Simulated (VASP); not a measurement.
# NaF (Pm-3m) in VASP: relaxation of cell and atoms with r2SCAN

Aim: the relaxation of cell and atoms of NaF with r2SCAN.

All numbers are computed with VASP 6.6.1; they aren't measurements. Logs are shortened: lines on timing, memory, paths and dates and some standing lists are left out, and cuts for length are marked.

## Step 1: The cell of the first run

Symmetry: Pm-3m, No. 221, cubic system. Conventional cell: a = 2.799 Å, b = 2.799 Å, c = 2.799 Å, α = 90.00°, β = 90.00°, γ = 90.00°. Within 3.2 Å of Na (site symmetry m-3m) lie 8 F at 2.42 Å and 6 Na at 2.80 Å. Within 3.2 Å of F (site symmetry m-3m) lie 8 Na at 2.42 Å and 6 F at 2.80 Å.

## Step 2: Relaxation of cell and atoms, r2SCAN

File POSCAR:

```
NaF
1.0
    2.7993873940      0.0000000000      0.0000000000
    0.0000000000      2.7993873940      0.0000000000
    0.0000000000      0.0000000000      2.7993873940
Na F
1 1
Direct
    0.0000000000      0.0000000000      0.0000000000
    0.5000000000      0.5000000000      0.5000000000
```

File INCAR.step1:

```
  ALGO = Normal
  EDIFF = 1E-5
  EDIFFG = -0.005
  ENCUT = 1250
  GGA = PE
  GGA_COMPAT = F
  IBRION = 2
  ISIF = 3
  ISMEAR = 0
  LASPH = T
  LCHARG = F
  LREAL = F
  LWAVE = T
  NELM = 120
  NELMIN = 4
  NSW = 100
  PREC = Accurate
  SIGMA = 0.02
```

File INCAR.step2:

```
  ALGO = Normal
  EDIFF = 1E-7
  EDIFFG = -0.01
  ENCUT = 1250
  GGA_COMPAT = F
  IBRION = 2
  ISIF = 3
  ISMEAR = 0
  ISTART = 1
  LASPH = T
  LCHARG = F
  LMIXTAU = T
  LREAL = F
  LWAVE = F
  METAGGA = R2SCAN
  NELM = 120
  NELMIN = 4
  NSW = 80
  PREC = Accurate
  SIGMA = 0.02
```

File KPOINTS:

```
k-points
0
Gamma
  8 8 8
```

Potentials or basis: VASP PAW PBE potentials, release 64 (Na_sv, F).

On the command line:

```bash
$ cat potpaw_PBE.64/Na_sv/POTCAR potpaw_PBE.64/F/POTCAR > POTCAR
$ cp INCAR.step1 INCAR
$ mpirun -np 1 vasp_std > vasp.out
$ cp INCAR.step2 INCAR
$ mpirun -np 1 vasp_std > vasp.out
```

OUTCAR:

```text
EDIFF = 1E-7
   EDIFFG = -0.01
   ENCUT = 1250
   IBRION = 2
   ISIF = 3
   ISMEAR = 0
   ISTART = 1
   LASPH = T
   LREAL = F
   METAGGA = R2SCAN
   NELM = 120
   NELMIN = 4
   NSW = 80
   PREC = Accurate

 ion  position               nearest neighbor table
   1  0.000  0.000  0.000-
   2  0.500  0.500  0.500-

  LATTYP: Found a simple cubic cell.
 ALAT       =     2.7993873940

  Lattice vectors:

 A1 = (   2.7993873940,   0.0000000000,   0.0000000000)
 A2 = (   0.0000000000,   2.7993873940,   0.0000000000)
 A3 = (   0.0000000000,   0.0000000000,   2.7993873940)

Analysis of symmetry for initial positions (statically):
=====================================================================
 Subroutine PRICEL returns:
 Original cell was already a primitive cell.

 Routine SETGRP: Setting up the symmetry group for a
 simple cubic supercell.

 Subroutine GETGRP returns: Found 48 space group operations
 (whereof 48 operations were pure point group operations)
 out of a pool of 48 trial point group operations.

The static configuration has the point symmetry O_h .

Analysis of symmetry for dynamics (positions and initial velocities):
=====================================================================
 Subroutine PRICEL returns:
 Original cell was already a primitive cell.

 Routine SETGRP: Setting up the symmetry group for a
 simple cubic supercell.

 Subroutine GETGRP returns: Found 48 space group operations
 (whereof 48 operations were pure point group operations)
 out of a pool of 48 trial point group operations.

The dynamic configuration has the point symmetry O_h .

 Subroutine INISYM returns: Found 48 space group operations
 (whereof 48 operations are pure point group operations),
 and found     1 'primitive' translations

----------------------------------------------------------------------------------------

                                     Primitive cell

  volume of cell :      21.9376

  direct lattice vectors                    reciprocal lattice vectors
     2.799387394  0.000000000  0.000000000     0.357221013  0.000000000  0.000000000
     0.000000000  2.799387394  0.000000000     0.000000000  0.357221013  0.000000000
     0.000000000  0.000000000  2.799387394     0.000000000  0.000000000  0.357221013

  length of vectors
     2.799387394  2.799387394  2.799387394     0.357221013  0.357221013  0.357221013

  position of ions in fractional coordinates (direct lattice)
     0.000000000  0.000000000  0.000000000
     0.500000000  0.500000000  0.500000000

  ion indices of the primitive-cell ions
   primitive index   ion index
                 1           1
                 2           2

----------------------------------------------------------------------------------------

 KPOINTS: k-points

Automatic generation of k-mesh.
 Grid dimensions read from file:
 generate k-points for:    8    8    8

 Generating k-lattice:

  Cartesian coordinates                     Fractional coordinates (reciprocal lattice)
     0.044652627  0.000000000  0.000000000     0.125000000  0.000000000  0.000000000
     0.000000000  0.044652627  0.000000000     0.000000000  0.125000000  0.000000000
     0.000000000  0.000000000  0.044652627     0.000000000  0.000000000  0.125000000

  Length of vectors
     0.044652627  0.044652627  0.044652627

  Shift w.r.t. Gamma in fractional coordinates (k-lattice)
     0.000000000  0.000000000  0.000000000

 Subroutine IBZKPT returns following result:
 ===========================================

 Found     35 irreducible k-points:

 Following reciprocal coordinates:
            Coordinates               Weight
  0.000000  0.000000  0.000000      1.000000
  0.125000  0.000000  0.000000      6.000000
  0.250000  0.000000  0.000000      6.000000
  0.375000  0.000000  0.000000      6.000000
  0.500000  0.000000  0.000000      3.000000
  0.125000  0.125000  0.000000     12.000000
[... 16 lines left out ...]
  0.375000  0.375000  0.125000     24.000000
  0.500000  0.375000  0.125000     24.000000
 [... further k-points ...]
   k-points           NKPTS =     35   k-points in BZ     NKDIM =     35   number of bands    NBANDS=     12
   number of dos      NEDOS =    301   number of ions     NIONS =      2
   total plane-waves  NPLWV =  32768
   dimension x,y,z NGX =    32 NGY =   32 NGZ =   32
   dimension x,y,z NGXF=    64 NGYF=   64 NGZF=   64
   ions per type =               1   1
   NGX,Y,Z   is equivalent  to a cutoff of  19.00, 19.00, 19.00 a.u.
   NGXF,Y,Z  is equivalent  to a cutoff of  38.01, 38.01, 38.01 a.u.
 SYSTEM =  unknown system
   PREC   = accura    normal or accurate (medium, high low for compatibility)
   ISTART =      1    job   : 0-new  1-cont  2-samecut
   ICHARG =      0    charge: 1-file 2-atom 10-const
   ISPIN  =      1    spin polarized calculation?
   LNONCOLLINEAR =      F non collinear calculations
   LSORBIT =      F    spin-orbit coupling
   LASPH  =      T    aspherical Exc in radial PAW
   ENCUT  = 1250.0 eV  91.87 Ry    9.59 a.u.   8.07  8.07  8.07*2*pi/ulx,y,z
   NELM   =    120;   NELMIN=  4; NELMDL=  0     # of ELM steps
   EDIFF  = 0.1E-06   stopping-criterion for ELM
   LREAL  =      F    real-space projection
   EDIFFG = -.1E-01   stopping-criterion for IOM
   NSW    =     80    number of steps for IOM
   IBRION =      2    ionic relax: 0-MD 1-quasi-New 2-CG
   NFREE  =      1    steps in history (QN), initial steepest desc. (CG)
   ISIF   =      3    stress and relaxation
   ISYM   =      2    0-nonsym 1-usesym 2-fastsym
   POTIM  = 0.5000    time-step for ionic-motion
   TEBEG  =    0.0;   TEEND  =   0.0 temperature during run
   PSTRESS=    0.0 pullay stress
   NELECT =      16.0000    total number of electrons
   NUPDOWN=      -1.0000    fix difference up-down
   EMIN   =  10.00;   EMAX   =-10.00  energy-range for DOS
   EFERMI =   0.00;   METHOD = LEGACY
   ISMEAR =     0;   SIGMA  =   0.02  broadening in eV -4-tet -1-fermi 0-gaus
   EFERMI_NEDOS =   21; number of points for ismear=-14 and -15
   IALGO  =     38    algorithm
   IMIX   =      4    mixing-type and parameters
     AMIX     =   0.40;   BMIX     =  1.00
     AMIX_MAG =   1.60;   BMIX_MAG =  1.00
  volume/ion in A,a.u.               =      10.97        74.02
  Fermi-wavevector in a.u.,A,eV,Ry     =   1.473619  2.784736 29.545764  2.171552
  Thomas-Fermi vector in A             =   2.588490
   LORBIT       =      0    0 simple, 1 ext, 2 COOP (PROOUT), +10 PAW based schemes
   METAGGA = R2SCAN    functional components
   LHFCALC =     F    Hartree Fock is set to
   AEXX    =    0.0000 exact exchange contribution
   IVDW    =     0    specifies the selected vdW correction
   LEPSILON=     F    determine dielectric tensor
   LRPA    =     F    only Hartree local field effects (RPA)
 conjugate gradient relaxation of ions
 non-spin polarized calculation
 Gauss-broadening in eV      SIGMA  =   0.02
  energy-cutoff  :     1250.00
  volume of cell :       21.94
 maximum number of plane-waves:      2272
   NGX = 17   NGY = 17   NGZ = 17

--------------------------------------- Ionic step        1  -------------------------------------------

 number of electron      16.0000005 magnetization

 Free energy of the ion-electron system (eV)
  ---------------------------------------------------
  ext. energy  EPLUGINS =         0.00000000
  ---------------------------------------------------
  free energy    TOTEN  =       -12.28370150 eV

  energy without entropy =      -12.28370150  energy(sigma->0) =      -12.28370150

------------------------ aborting loop because EDIFF is reached ----------------------------------------

  FORCE on cell =-STRESS in cart. coord.  units (eV):
  Direction    XX          YY          ZZ          XY          YZ          ZX
  --------------------------------------------------------------------------------------
  -------------------------------------------------------------------------------------
  Total       -0.0552945     -0.0552945     -0.0552945      0.0000000      0.0000000      0.0000000
  in kB       -4.0383471     -4.0383471     -4.0383471      0.0000000      0.0000000      0.0000000
  external PRESSURE =      -4.0383471 kB  Pullay stress =       0.0000000 kB
[... 57 lines left out ...]
  energy  without entropy=      -12.2838519886  energy(sigma->0) =      -12.28385199

--------------------------------------- Ionic step        3  -------------------------------------------

 number of electron      16.0000003 magnetization

 Free energy of the ion-electron system (eV)
  ---------------------------------------------------
  ext. energy  EPLUGINS =         0.00000000
  ---------------------------------------------------
  free energy    TOTEN  =       -12.28387769 eV

  energy without entropy =      -12.28387769  energy(sigma->0) =      -12.28387769

 E-fermi :  -0.5594     XC(G=0): -10.3378

 val. band max:       -0.7881826228   @ k =   0.5000   0.5000   0.0000
 cond. band min:       6.2700658841   @ k =   0.0000   0.0000   0.0000
 fundamental gap:      7.0582485069
 Fermi energy:        -0.5594338314

 k-point     1 :       0.0000    0.0000    0.0000
  band No.  band energies     occupation
      1     -51.0905      2.00000
      2     -21.8032      2.00000
      3     -21.3958      2.00000
      4     -21.3958      2.00000
      5     -21.3958      2.00000
      6      -1.1296      2.00000
      7      -1.1296      2.00000
      8      -1.1296      2.00000
      9       6.2701      0.00000
     10      16.0231      0.00000
     11      16.0231      0.00000
     12      24.7915      0.00000
[... 331 lines left out ...]
 k-point    24 :       0.5000    0.3750    0.1250
  band No.  band energies     occupation
      1     -51.0425      2.00000
      2     -21.7874      2.00000
      3     -21.5831      2.00000
      4     -21.3818      2.00000
      5     -21.1153      2.00000
      6      -2.7576      2.00000
      7      -2.4349      2.00000
      8      -1.0927      2.00000
      9      12.5680      0.00000
     10      14.3378      0.00000
     11      15.9148      0.00000
     12      18.0032      0.00000

 [... further k-points ...]

------------------------ aborting loop because EDIFF is reached ----------------------------------------

  FORCE on cell =-STRESS in cart. coord.  units (eV):
  Direction    XX          YY          ZZ          XY          YZ          ZX
  --------------------------------------------------------------------------------------
  -------------------------------------------------------------------------------------
  Total        0.0030648      0.0030648      0.0030648     -0.0000000     -0.0000000      0.0000000
  in kB        0.2253783      0.2253783      0.2253783     -0.0000000     -0.0000000      0.0000000
  external PRESSURE =       0.2253783 kB  Pullay stress =       0.0000000 kB
[... 17 lines left out ...]
  FREE ENERGIE OF THE ION-ELECTRON SYSTEM (eV)
  ---------------------------------------------------
  free  energy   TOTEN  =       -12.2838776930 eV

  energy  without entropy=      -12.2838776930  energy(sigma->0) =      -12.28387769

 reached required accuracy - stopping structural energy minimisation
```

Wall time 1.9 min (1 thread of Intel Xeon Platinum 8488C (Sapphire Rapids), shared host); peak memory 0.19 GiB.

What came out:

```yaml
Free_energy: -12.2839 eV
Relaxed_volume: 10.89 Å³/atom
Relaxed_cell: a = 2.793 Å, b = 2.793 Å, c = 2.793 Å, α = 90.00°, β = 90.00°, γ = 90.00°
Space_group_after_relaxing_to_0.1_Å: Pm-3m (No. 221)
Energy_gained_by_relaxing: 0.1 meV/atom
Ionic_steps: 3
Pressure_after_relaxing: 0.0 GPa
Band_gap_on_the_k_mesh: 7.06 eV (least direct gap 7.40 eV)
```

Step by step:
| step | energy change (eV) | largest force (eV/Å) | pressure (GPa) | volume (Å³) |
| --- | --- | --- | --- | --- |
| 1 | 0.0000 | 0.0000 | -0.40 | 21.94 |
| 2 | -0.0002 | 0.0000 | -0.15 | 21.85 |
| 3 | -0.0002 | 0.0000 | 0.02 | 21.79 |

Final structure:
```
CELL_PARAMETERS angstrom
2.79298 0.00000 0.00000
0.00000 2.79298 0.00000
0.00000 0.00000 2.79298
ATOMIC_POSITIONS crystal
Na 0.00000 0.00000 0.00000
F 0.50000 0.50000 0.50000
```

Caveat: the PAW data sets were made with another functional, which shifts forces and pressure a little. A k mesh can miss the band edges.
